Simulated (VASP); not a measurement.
LaNbF2: single point with PBE

LaNbF2:

```xyz
8
Lattice="3.7028 0.0000 0.0000 0.0000 3.7028 0.0000 0.0000 0.0000 10.2784" Properties=species:S:1:pos:R:3 pbc="T T T"
La    1.8514    0.0000    8.5240
La    0.0000    1.8514    1.7543
Nb    1.8514    1.8514    5.1392
Nb    0.0000    0.0000    5.1392
F     1.8514    1.8514    0.0000
F     0.0000    0.0000    0.0000
F     1.8514    0.0000    1.8833
F     0.0000    1.8514    8.3951
```

```yaml
Program: VASP 6.6.1
Task: single point
Functional: PBE
Potentials_or_basis: VASP PAW PBE potentials, release 64 (La, Nb_sv, F)
Cutoff: 520 eV
k_mesh: 4 × 4 × 2
Occupations: gaussian, width 0.2 eV
Spin: no spin polarisation
Dipole_correction: no
Further_INCAR_settings: ALGO = Normal; EDIFF = 1e-06; NBANDS = 48
```

- Pressure: -0.3 GPa
- Largest force: 0.018 eV/Å
- Band gap on the k mesh: zero (bands 38 and 39 overlap by 0.68 eV)

Forces in eV/Å, atoms in the order of the input:
```
La   0.000  0.000  0.017
La   0.000  0.000 -0.017
Nb   0.000  0.000  0.000
Nb   0.000  0.000  0.000
F    0.000  0.000  0.000
F    0.000  0.000  0.000
F    0.000  0.000 -0.018
F    0.000  0.000  0.018
```

Stress tensor (GPa, compression positive):
```
-0.30  0.00  0.00
 0.00 -0.30  0.00
 0.00  0.00 -0.15
```

Levels at points of the mesh, in eV from the Fermi level:
| k point | band 36 | band 37 | band 38 | band 39 | band 40 | band 41 |
| --- | --- | --- | --- | --- | --- | --- |
| (0.00, 0.00, 0.00) | -1.49 | -0.63 | -0.58 | -0.58 | -0.07 | 0.13 |
| (0.50, 0.00, 0.00) | -0.78 | 0.03 | 0.03 | 0.78 | 0.78 | 0.85 |
| (0.50, 0.50, 0.00) | -1.82 | -0.20 | -0.20 | 0.94 | 0.94 | 0.95 |
| (0.00, 0.00, 0.50) | -1.36 | -0.57 | -0.57 | -0.53 | -0.33 | -0.03 |
| (0.50, 0.00, 0.50) | -0.79 | 0.04 | 0.04 | 0.78 | 0.78 | 0.85 |
| (0.50, 0.50, 0.50) | -1.82 | -0.03 | -0.03 | 0.83 | 0.83 | 0.95 |

Run time: 2 min on 1 thread of Intel(R) Xeon(R) Platinum 8259CL CPU @ 2.50GHz (Skylake/Cascade Lake) (shared host), peak memory 0.28 GiB.

Caveat: the k points lie up to 0.42 Å⁻¹ apart, too coarse for converged energies and pressures of a metal; spin-orbit coupling is left out, which moves the levels of the heavy elements.
